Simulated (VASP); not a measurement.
# Si2Ni (Fm-3m) in VASP: notebook

Si2Ni is run at these levels: PBEsol; tasks: single point, relaxation of cell and atoms.

Everything below comes from runs of VASP 6.6.1. Logs are shortened: lines on timing, memory, paths and dates and some standing lists are left out, and cuts for length are marked.

### Step 1. The cell of the first run

Symmetry: Fm-3m, No. 225, cubic system. Conventional cell: a = 5.389 Å, b = 5.389 Å, c = 5.389 Å, α = 90.00°, β = 90.00°, γ = 90.00°. Si (site symmetry -43m) has 4 Ni at 2.33 Å and 6 Si at 2.69 Å within 3.1 Å. Ni (site symmetry m-3m) has 8 Si at 2.33 Å within 3.1 Å.

### Step 2. Single point, PBEsol

The input, INCAR:

```
ALGO     = Normal         # electronic algorithm
EDIFF    = 1E-6           # SCF threshold, eV
ENCUT    = 520            # plane-wave cutoff, eV
GGA      = PS             # functional
ISIF     = 2              # what is computed and relaxed
ISMEAR   = -1             # smearing method
LASPH    = T              # aspherical terms in the spheres
LCHARG   = T              # write CHGCAR
LELF     = T              # ELF
LREAL    = F              # projectors in reciprocal space
LVHAR    = T            
LWAVE    = F              # write WAVECAR
NBANDS   = 16             # bands
NELM     = 100            # most SCF steps
PREC     = Accurate       # precision mode
SIGMA    = 0.08           # smearing width, eV
```

The input, KPOINTS:

```
k-points
0
Gamma
  12 12 12
```

The input, POSCAR:

```
Si2Ni
1.0
    0.0000000000      2.6944997586      2.6944997586
    2.6944997586      0.0000000000      2.6944997586
    2.6944997586      2.6944997586      0.0000000000
Si Ni
2 1
Direct
    0.2500000000      0.2500000000      0.2500000000
    0.7500000000      0.7500000000      0.7500000000
    0.0000000000      0.0000000000      0.0000000000
```

Potentials or basis: VASP PAW PBE potentials, release 64 (Si, Ni).

Launch:

```
$ cat potpaw_PBE.64/Si/POTCAR potpaw_PBE.64/Ni/POTCAR > POTCAR
$ mpirun -np 1 vasp_std > vasp.out
```

OUTCAR:

```text
EDIFF = 1E-6
   ENCUT = 520
   GGA = PS
   ISIF = 2
   ISMEAR = -1
   LASPH = T
   LREAL = F
   NELM = 100
   PREC = Accurate

 ion  position               nearest neighbor table
   1  0.250  0.250  0.250-   3 2.33   3 2.33   3 2.33   3 2.33   2 2.69   2 2.69   2 2.69   2 2.69
                             2 2.69   2 2.69
   2  0.750  0.750  0.750-   3 2.33   3 2.33   3 2.33   3 2.33   1 2.69   1 2.69   1 2.69   1 2.69
                             1 2.69   1 2.69
   3  0.000  0.000  0.000-   1 2.33   2 2.33   2 2.33   2 2.33   2 2.33   1 2.33   1 2.33   1 2.33

  LATTYP: Found a face centered cubic cell.
 ALAT       =     5.3889995172

  Lattice vectors:

 A1 = (   0.0000000000,   2.6944997586,   2.6944997586)
 A2 = (   2.6944997586,   0.0000000000,   2.6944997586)
 A3 = (   2.6944997586,   2.6944997586,   0.0000000000)

Analysis of symmetry for initial positions (statically):
=====================================================================
 Subroutine PRICEL returns:
 Original cell was already a primitive cell.

 Routine SETGRP: Setting up the symmetry group for a
 face centered cubic supercell.

 Subroutine GETGRP returns: Found 48 space group operations
 (whereof 48 operations were pure point group operations)
 out of a pool of 48 trial point group operations.

The static configuration has the point symmetry O_h .

Analysis of symmetry for dynamics (positions and initial velocities):
=====================================================================
 Subroutine PRICEL returns:
 Original cell was already a primitive cell.

 Routine SETGRP: Setting up the symmetry group for a
 face centered cubic supercell.

 Subroutine GETGRP returns: Found 48 space group operations
 (whereof 48 operations were pure point group operations)
 out of a pool of 48 trial point group operations.

The dynamic configuration has the point symmetry O_h .

 Subroutine INISYM returns: Found 48 space group operations
 (whereof 48 operations are pure point group operations),
 and found     1 'primitive' translations

----------------------------------------------------------------------------------------

                                     Primitive cell

  volume of cell :      39.1259

  direct lattice vectors                    reciprocal lattice vectors
[... 80 lines left out ...]
   PREC   = accura    normal or accurate (medium, high low for compatibility)
   ISTART =      0    job   : 0-new  1-cont  2-samecut
   ICHARG =      2    charge: 1-file 2-atom 10-const
   ISPIN  =      1    spin polarized calculation?
   LNONCOLLINEAR =      F non collinear calculations
   LSORBIT =      F    spin-orbit coupling
   LASPH  =      T    aspherical Exc in radial PAW
   ENCUT  =  520.0 eV  38.22 Ry    6.18 a.u.   7.09  7.09  7.09*2*pi/ulx,y,z
   NELM   =    100;   NELMIN=  2; NELMDL= -5     # of ELM steps
   EDIFF  = 0.1E-05   stopping-criterion for ELM
   LREAL  =      F    real-space projection
   EDIFFG = 0.1E-04   stopping-criterion for IOM
   NSW    =      0    number of steps for IOM
   IBRION =     -1    ionic relax: 0-MD 1-quasi-New 2-CG
   NFREE  =      0    steps in history (QN), initial steepest desc. (CG)
   ISIF   =      2    stress and relaxation
   ISYM   =      2    0-nonsym 1-usesym 2-fastsym
   POTIM  = 0.5000    time-step for ionic-motion
   TEBEG  =    0.0;   TEEND  =   0.0 temperature during run
   PSTRESS=    0.0 pullay stress
   NELECT =      18.0000    total number of electrons
   NUPDOWN=      -1.0000    fix difference up-down
   EMIN   =  10.00;   EMAX   =-10.00  energy-range for DOS
   EFERMI =   0.00;   METHOD = LEGACY
   ISMEAR =    -1;   SIGMA  =   0.08  broadening in eV -4-tet -1-fermi 0-gaus
   EFERMI_NEDOS =   21; number of points for ismear=-14 and -15
   IALGO  =     38    algorithm
   IMIX   =      4    mixing-type and parameters
     AMIX     =   0.40;   BMIX     =  1.00
     AMIX_MAG =   1.60;   BMIX_MAG =  1.00
  volume/ion in A,a.u.               =      13.04        88.01
  Fermi-wavevector in a.u.,A,eV,Ry     =   1.263798  2.388231 21.731012  1.597184
  Thomas-Fermi vector in A             =   2.397136
   LORBIT       =      0    0 simple, 1 ext, 2 COOP (PROOUT), +10 PAW based schemes
   GGA     = PS    functional components
   LHFCALC =     F    Hartree Fock is set to
   AEXX    =    0.0000 exact exchange contribution
   IVDW    =     0    specifies the selected vdW correction
   LEPSILON=     F    determine dielectric tensor
   LRPA    =     F    only Hartree local field effects (RPA)
 non-spin polarized calculation
  energy-cutoff  :      520.00
  volume of cell :       39.13
 maximum number of plane-waves:      1067
   NGX = 15   NGY = 15   NGZ = 15

 number of electron      17.9999995 magnetization

 Free energy of the ion-electron system (eV)
  ---------------------------------------------------
  ext. energy  EPLUGINS =         0.00000000
  ---------------------------------------------------
  free energy    TOTEN  =       -18.98939360 eV

  energy without entropy =      -18.97019060  energy(sigma->0) =      -18.97979210

 E-fermi :  10.4928     XC(G=0): -11.7419

 val. band max:       10.4748010763   @ k =  -0.4167   0.4167   0.0000
 cond. band min:      10.4991050676   @ k =   0.4167   0.3333   0.0833
 fundamental gap:      0.0243039913
 Fermi energy:        10.4928137451

 k-point     1 :       0.0000    0.0000    0.0000
  band No.  band energies     occupation
      1      -3.4419      2.00000
      2       5.2212      2.00000
      3       5.2212      2.00000
      4       5.2212      2.00000
      5       6.9253      2.00000
      6       6.9253      2.00000
[... 433 lines left out ...]
      3       4.9845      2.00000
      4       5.8027      2.00000
      5       6.2249      2.00000
      6       6.8537      2.00000
[... 8 lines left out ...]
     15      18.5287      0.00000
     16      18.9245      0.00000

 [... further k-points ...]
[... 5 lines left out ...]
  --------------------------------------------------------------------------------------
  -------------------------------------------------------------------------------------
  Total        0.0198966      0.0198966      0.0198966      0.0000000      0.0000000      0.0000000
  in kB        0.8147502      0.8147502      0.8147502      0.0000000      0.0000000      0.0000000
  external PRESSURE =       0.8147502 kB  Pullay stress =       0.0000000 kB

 VOLUME and BASIS-vectors are now :
 -----------------------------------------------------------------------------
  energy-cutoff  :      520.00
  volume of cell :       39.13
      direct lattice vectors                 reciprocal lattice vectors
     0.000000000  2.694499759  2.694499759    -0.185563201  0.185563201  0.185563201
     2.694499759  0.000000000  2.694499759     0.185563201 -0.185563201  0.185563201
     2.694499759  2.694499759  0.000000000     0.185563201  0.185563201 -0.185563201

 POSITION                                       TOTAL-FORCE (eV/Angst)
 -----------------------------------------------------------------------------------
      1.34725      1.34725      1.34725         0.000000      0.000000      0.000000
      4.04175      4.04175      4.04175        -0.000000     -0.000000     -0.000000
      0.00000      0.00000      0.00000         0.000000      0.000000     -0.000000
 -----------------------------------------------------------------------------------
    total drift:                               -0.000000     -0.000000      0.000000

  FREE ENERGIE OF THE ION-ELECTRON SYSTEM (eV)
  ---------------------------------------------------
  free  energy   TOTEN  =       -18.9893935955 eV

  energy  without entropy=      -18.9701906034  energy(sigma->0) =      -18.97979210
```

OSZICAR:

```text
N       E                     dE             d eps       ncg     rms          rms(c)
DAV:   1     0.629895869220E+02    0.62990E+02   -0.77774E+03  2312   0.116E+03
DAV:   2    -0.178237022306E+02   -0.80813E+02   -0.74186E+02  2472   0.218E+02
DAV:   3    -0.212147033554E+02   -0.33910E+01   -0.33220E+01  3040   0.477E+01
DAV:   4    -0.212690386994E+02   -0.54335E-01   -0.54306E-01  2664   0.568E+00
DAV:   5    -0.212703858601E+02   -0.13472E-02   -0.13471E-02  3056   0.952E-01    0.172E+01
DAV:   6    -0.262145131602E+02   -0.49441E+01   -0.44313E+01  2400   0.155E+02    0.256E+01
DAV:   7    -0.191522579410E+02    0.70623E+01   -0.13251E+01  2888   0.957E+01    0.391E+00
DAV:   8    -0.190405619957E+02    0.11170E+00   -0.17243E+00  3152   0.208E+01    0.270E+00
DAV:   9    -0.189923755733E+02    0.48186E-01   -0.27075E-01  2760   0.921E+00    0.699E-01
DAV:  10    -0.189895273806E+02    0.28482E-02   -0.10405E-02  3176   0.204E+00    0.301E-01
DAV:  11    -0.189893836651E+02    0.14372E-03   -0.10558E-03  3448   0.302E-01    0.596E-02
DAV:  12    -0.189893987255E+02   -0.15060E-04   -0.33359E-05  2808   0.447E-02    0.255E-02
DAV:  13    -0.189893937372E+02    0.49883E-05   -0.15653E-05  2944   0.962E-02    0.566E-03
DAV:  14    -0.189893935955E+02    0.14162E-06   -0.13115E-06  1728   0.111E-02
   1 F= -.18989394E+02 E0= -.18979792E+02  d E =-.192030E-01
```

stdout:

```text
POSCAR found type information on POSCAR SiNi
 POSCAR found :  2 types and       3 ions
 scaLAPACK will be used
 -----------------------------------------------------------------------------
|                                                                             |
|                                                                             |
|     You enforced a specific xc type in the INCAR file but a different       |
|     I HOPE YOU KNOW WHAT YOU ARE DOING!                                     |
|                                                                             |
 -----------------------------------------------------------------------------

 LDA part: xc-table for (Slater+PW92), standard interpolation
 POSCAR, INCAR and KPOINTS ok, starting setup
 FFT: planning ... GRIDC
 FFT: planning ... GRID_SOFT
 FFT: planning ... GRID
 WAVECAR not read
 entering main loop
```

It took 40 s on 1 thread of Intel Xeon Platinum 8259CL at 2.50GHz (Skylake/Cascade Lake), shared host; peak memory 0.18 GiB.

What came out:

```yaml
Free_energy: -18.9894 eV
Pressure: 0.1 GPa
Band_gap_on_the_k_mesh: zero (band 9 reaches 12.23 eV, above the bottom of band 10 at 10.09 eV)
```

Levels at points of the mesh, in eV from the Fermi level:
```csv
k point,band 7,band 8,band 9,band 10,band 11,band 12
"(0.00, 0.00, 0.00)",-0.19,1.73,1.73,1.73,2.25,2.25
"(0.50, 0.00, 0.00)",-3.38,-1.46,-1.46,1.77,1.82,1.82
"(0.50, 0.50, 0.00)",-3.67,-3.50,-3.16,-0.40,1.34,7.77
```

Caveat: the PAW data sets were made with another functional, which shifts forces and pressure a little. Spin polarisation is off, so any magnetic state and its effect on volume and gap are missing.

### Step 3. Relaxation of cell and atoms, PBEsol

This run uses another cell than the first one, of 13.17 Å³/atom, 1.009 times its volume.

The input, INCAR:

```
SYSTEM = Si2Ni
PREC = Accurate ; ENCUT = 600
EDIFF = 1E-6 ; ISMEAR = -1
SIGMA = 0.08 ; LREAL = .FALSE.
LASPH = .TRUE. ; NELM = 60
ALGO = Normal ; ISIF = 3
LWAVE = .FALSE. ; LCHARG = .FALSE.
GGA = PS ; IBRION = 2
NSW = 100 ; EDIFFG = -0.002
```

The input, KPOINTS:

```
Automatic mesh
0
G
  12 12 12
  0 0 0
```

The input, POSCAR:

```
Si2Ni
1.0
    0.0000000000      2.7030000000      2.7030000000
    2.7030000000      0.0000000000      2.7030000000
    2.7030000000      2.7030000000      0.0000000000
Si Ni
2 1
Direct
    0.2500000000      0.2500000000      0.2500000000
    0.7500000000      0.7500000000      0.7500000000
    0.0000000000      0.0000000000      0.0000000000
```

Potentials or basis: VASP PAW PBE potentials, release 64 (Si, Ni).

Launch:

```
$ cat potpaw_PBE.64/Si/POTCAR potpaw_PBE.64/Ni/POTCAR > POTCAR
$ mpirun -np 1 vasp_std > vasp.out
```

OUTCAR:

```text
SYSTEM = Si2Ni
   PREC = Accurate
   ENCUT = 600
   EDIFF = 1E-6
   ISMEAR = -1
   LREAL = .FALSE.
   LASPH = .TRUE.
   NELM = 60
   ISIF = 3
   GGA = PS
   IBRION = 2
   NSW = 100
   EDIFFG = -0.002

 ion  position               nearest neighbor table
   1  0.250  0.250  0.250-   3 2.34   3 2.34   3 2.34   3 2.34   2 2.70   2 2.70   2 2.70   2 2.70
                             2 2.70   2 2.70
   2  0.750  0.750  0.750-   3 2.34   3 2.34   3 2.34   3 2.34   1 2.70   1 2.70   1 2.70   1 2.70
                             1 2.70   1 2.70
   3  0.000  0.000  0.000-   2 2.34   1 2.34   2 2.34   1 2.34   2 2.34   2 2.34   1 2.34   1 2.34

  LATTYP: Found a face centered cubic cell.
 ALAT       =     5.4060000000

  Lattice vectors:

 A1 = (   0.0000000000,   2.7030000000,   2.7030000000)
 A2 = (   2.7030000000,   0.0000000000,   2.7030000000)
 A3 = (   2.7030000000,   2.7030000000,   0.0000000000)

Analysis of symmetry for initial positions (statically):
=====================================================================
 Subroutine PRICEL returns:
 Original cell was already a primitive cell.

 Routine SETGRP: Setting up the symmetry group for a
 face centered cubic supercell.

 Subroutine GETGRP returns: Found 48 space group operations
 (whereof 48 operations were pure point group operations)
 out of a pool of 48 trial point group operations.

The static configuration has the point symmetry O_h .

Analysis of symmetry for dynamics (positions and initial velocities):
=====================================================================
 Subroutine PRICEL returns:
 Original cell was already a primitive cell.

 Routine SETGRP: Setting up the symmetry group for a
 face centered cubic supercell.

 Subroutine GETGRP returns: Found 48 space group operations
 (whereof 48 operations were pure point group operations)
 out of a pool of 48 trial point group operations.

The dynamic configuration has the point symmetry O_h .

 Subroutine INISYM returns: Found 48 space group operations
[... 133 lines left out ...]
  volume of cell :       39.50
 maximum number of plane-waves:      1363
   NGX = 15   NGY = 15   NGZ = 15

--------------------------------------- Ionic step        1  -------------------------------------------

 number of electron      18.0000004 magnetization

 Free energy of the ion-electron system (eV)
  ---------------------------------------------------
  ext. energy  EPLUGINS =         0.00000000
  ---------------------------------------------------
  free energy    TOTEN  =       -18.98799142 eV

  energy without entropy =      -18.96839845  energy(sigma->0) =      -18.97819494

------------------------ aborting loop because EDIFF is reached ----------------------------------------

  FORCE on cell =-STRESS in cart. coord.  units (eV):
  Direction    XX          YY          ZZ          XY          YZ          ZX
  --------------------------------------------------------------------------------------
  -------------------------------------------------------------------------------------
  Total       -0.3648455     -0.3648455     -0.3648455     -0.0000000      0.0000000     -0.0000000
  in kB      -14.7996519    -14.7996519    -14.7996519     -0.0000000      0.0000000     -0.0000000
  external PRESSURE =     -14.7996519 kB  Pullay stress =       0.0000000 kB
[... 61 lines left out ...]
--------------------------------------- Ionic step        3  -------------------------------------------

 number of electron      18.0000006 magnetization

 Free energy of the ion-electron system (eV)
  ---------------------------------------------------
  ext. energy  EPLUGINS =         0.00000000
  ---------------------------------------------------
  free energy    TOTEN  =       -18.98944949 eV

  energy without entropy =      -18.97021627  energy(sigma->0) =      -18.97983288

 E-fermi :  10.4803     XC(G=0): -11.7383

 val. band max:       10.4620412401   @ k =  -0.4167   0.4167   0.0000
 cond. band min:      10.4858511334   @ k =   0.4167   0.3333   0.0833
 fundamental gap:      0.0238098933
 Fermi energy:        10.4803237963

 k-point     1 :       0.0000    0.0000    0.0000
  band No.  band energies     occupation
      1      -3.4460      2.00000
      2       5.2144      2.00000
      3       5.2144      2.00000
      4       5.2144      2.00000
      5       6.9176      2.00000
      6       6.9176      2.00000
      7      10.2890      1.83230
      8      12.2124      0.00000
      9      12.2124      0.00000
     10      12.2124      0.00000
     11      12.7297      0.00000
     12      12.7297      0.00000
     13      12.7297      0.00000
[... 354 lines left out ...]
  band No.  band energies     occupation
      1      -0.0055      2.00000
      2       0.8531      2.00000
      3       4.9778      2.00000
      4       5.7957      2.00000
      5       6.2168      2.00000
      6       6.8458      2.00000
      7       7.1042      2.00000
      8       7.9512      2.00000
      9       8.6941      2.00000
     10      11.2502      0.00013
     11      13.1568      0.00000
     12      14.1248      0.00000
     13      15.5764      0.00000

 [... further k-points ...]
[... 5 lines left out ...]
  --------------------------------------------------------------------------------------
  -------------------------------------------------------------------------------------
  Total        0.0009482      0.0009482      0.0009482      0.0000000      0.0000000     -0.0000000
  in kB        0.0387969      0.0387969      0.0387969      0.0000000      0.0000000     -0.0000000
  external PRESSURE =       0.0387969 kB  Pullay stress =       0.0000000 kB
[... 18 lines left out ...]
  FREE ENERGIE OF THE ION-ELECTRON SYSTEM (eV)
  ---------------------------------------------------
  free  energy   TOTEN  =       -18.9894494888 eV

  energy  without entropy=      -18.9702162700  energy(sigma->0) =      -18.97983288

 reached required accuracy - stopping structural energy minimisation
```

CONTCAR:

```text
Si2Ni
   1.00000000000000
     0.0000000000000000    2.6951905259363089    2.6951905259363089
     2.6951905259363089    0.0000000000000000    2.6951905259363089
     2.6951905259363089    2.6951905259363089   -0.0000000000000000
  Si              Ni
     2     1
Direct
     0.2500000000000000    0.2500000000000000    0.2500000000000000
     0.7500000000000000    0.7500000000000000    0.7500000000000000
     0.0000000000000000    0.0000000000000000    0.0000000000000000

  0.00000000E+00  0.00000000E+00  0.00000000E+00
  0.00000000E+00  0.00000000E+00  0.00000000E+00
  0.00000000E+00  0.00000000E+00  0.00000000E+00
```

Run time: 75 s. Hardware: 1 thread of Intel Xeon Platinum 8259CL at 2.50GHz (Skylake/Cascade Lake), shared host; peak memory 0.21 GiB.

What came out:

| Item | Value |
| --- | --- |
| Free energy | -18.9894 eV |
| Relaxed volume | 13.05 Å³/atom |
| Relaxed cell | a = 3.812 Å, b = 3.812 Å, c = 3.812 Å, α = 60.00°, β = 60.00°, γ = 60.00° |
| Space group after relaxing (to 0.05 Å) | Fm-3m (No. 225) |
| Energy gained by relaxing | 0.5 meV/atom |
| Ionic steps | 3 |
| Pressure after relaxing | 0.0 GPa |
| Band gap on the k mesh | zero (band 9 reaches 12.21 eV, above the bottom of band 10 at 10.08 eV) |

The path:
```tsv
step	energy change (eV)	largest force (eV/Å)	pressure (GPa)	volume (Å³)
1	0.0000	0.0000	-1.48	39.50
2	0.0001	0.0000	1.54	38.81
3	-0.0015	0.0000	0.00	39.16
```

Final structure:
```cif
data_structure
_symmetry_space_group_name_H-M 'P 1'
_symmetry_Int_Tables_number 1
_cell_length_a 3.8116
_cell_length_b 3.8116
_cell_length_c 3.8116
_cell_angle_alpha 60.000
_cell_angle_beta 60.000
_cell_angle_gamma 60.000
_cell_volume 39.16
loop_
_atom_site_label
_atom_site_type_symbol
_atom_site_fract_x
_atom_site_fract_y
_atom_site_fract_z
_atom_site_occupancy
Si1 Si 0.25000 0.25000 0.25000 1
Si2 Si 0.75000 0.75000 0.75000 1
Ni1 Ni 0.00000 0.00000 0.00000 1
```

Levels at points of the mesh, in eV from the Fermi level:
```
           k point  band 7  band 8  band 9  band 10  band 11  band 12
(0.00, 0.00, 0.00)   -0.19    1.73    1.73     1.73     2.25     2.25
(0.50, 0.00, 0.00)   -3.38   -1.45   -1.45     1.77     1.82     1.82
(0.50, 0.50, 0.00)   -3.66   -3.49   -3.15    -0.40     1.34     7.77
```

Caveat: the PAW data sets were made with another functional, which shifts forces and pressure a little. Spin polarisation is off, so any magnetic state and its effect on volume and gap are missing.
